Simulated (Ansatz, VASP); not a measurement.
## CuI in VASP and in Ansatz

Contents of INCAR:

```
SYSTEM = CuI
PREC = Accurate
ENCUT = 600
EDIFF = 1E-6
ISMEAR = 0
SIGMA = 0.05
LREAL = .FALSE.
LASPH = .TRUE.
NELM = 120
ALGO = Normal
ISIF = 2
LWAVE = .FALSE.
LCHARG = .FALSE.
GGA = PE
NBANDS = 16
GGA_COMPAT = .FALSE.
```

File KPOINTS:

```
Automatic mesh
0
G
  6 6 6
  0 0 0
```

Contents of POSCAR:

```
CuI
1.0
    0.0000000000      3.0398547062      3.0398547062
    3.0398547062      0.0000000000      3.0398547062
    3.0398547062      3.0398547062      0.0000000000
Cu I
1 1
Direct
    0.7500000000      0.7500000000      0.7500000000
    0.0000000000      0.0000000000      0.0000000000
```

Input for Ansatz:

```yaml
crystal:
  lattice:
    - [0.0, 3.0398547062, 3.0398547062]
    - [3.0398547062, 0.0, 3.0398547062]
    - [3.0398547062, 3.0398547062, 0.0]
  atoms:
    - { symbol: Cu, position: [0.75, 0.75, 0.75] }
    - { symbol: I, position: [0.0, 0.0, 0.0] }
basis:
  ecutwfc: 420
  ecutrho_ratio: 4
kpoints:
  mp_grid: { grid: [6, 6, 6] }
hamiltonian:
  xc: pbe
scf:
  occupations: { method: gaussian, width: 0.05 }
output:
  forces: true
  stress: true
  eigenvalues: true
```

Alike in both runs: task single point; functional PBE; k mesh 6 × 6 × 6; occupations gaussian, width 0.05 eV; no spin polarisation.

|  | VASP | Ansatz |
| --- | --- | --- |
| version | VASP 6.6.1 | Ansatz 0.2.0 |
| potentials or method | VASP PAW PBE potentials, release 64 (Cu, I), cutoff 600 eV | scalar-relativistic, plane waves, PAW |
| valence electrons in the cell | 18 | 36 |

|  | VASP | Ansatz | Ansatz less VASP |
| --- | --- | --- | --- |
| gap on the k mesh at the Fermi level (eV) | 1.12 | 1.10 | -0.022 |
| least direct gap on the mesh (eV) | 1.12 | 1.10 | -0.022 |
| pressure (GPa) | 0.0 | 0.0 | -0.02 |

VASP's potentials hold 18 valence electrons a cell and Ansatz's 36, so a difference there can come from the potentials and not from the codes.

Neither program's run includes spin-orbit coupling.
